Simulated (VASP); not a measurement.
Write the native input for VASP 6.6.1 that does the following.

* Task: single point
* Functional: PBE
* Potentials or basis: VASP PAW PBE potentials, release 64 (S)
* Cutoff: 520 eV
* k mesh: 18 × 18 × 18
* Occupations: fermi-dirac, width 0.08 eV
* Spin: no spin polarisation
* Dipole correction: no
* Further INCAR settings: ALGO = Normal; EDIFF = 1e-06; NBANDS = 13

The structure of S lies in POSCAR:

```
S
1.0
   -2.2669196476      2.2669196476      1.1439375784
    2.2669196476     -2.2669196476      1.1439375784
    2.2669196476      2.2669196476     -1.1439375784
S
2
Direct
   -0.3750000000     -0.1250000000     -0.2500000000
    0.3750000000      0.1250000000      0.2500000000
```

These files were run (other wordings do the same):

INCAR

```
SYSTEM = S
  PREC = Accurate
  ENCUT = 520
  EDIFF = 1E-6
  ISMEAR = -1
  SIGMA = 0.08
  LREAL = .FALSE.
  LASPH = .TRUE.
  NELM = 60
  ALGO = Normal
  ISIF = 2
  LWAVE = .FALSE.
  LCHARG = .TRUE.
  GGA = PE
  LELF = .TRUE.
  LVHAR = .TRUE.
  NBANDS = 13
```

KPOINTS

```
regular mesh
0
G
  18 18 18
  0 0 0
```

Potentials or basis: VASP PAW PBE potentials, release 64 (S).

Run with:

```console
$ cat potpaw_PBE.64/S/POTCAR > POTCAR
$ mpirun -np 1 vasp_std > vasp.out
```

Results of the run:

- Pressure: 57.6 GPa
- Band gap on the k mesh: zero (bands 6 and 7 overlap by 7.07 eV)

Caveat: the cell stands under pressure.

Wall time 120 s on 1 thread of Intel(R) Xeon(R) Platinum 8259CL CPU @ 2.50GHz (Skylake/Cascade Lake) (shared host), peak memory 0.23 GiB.
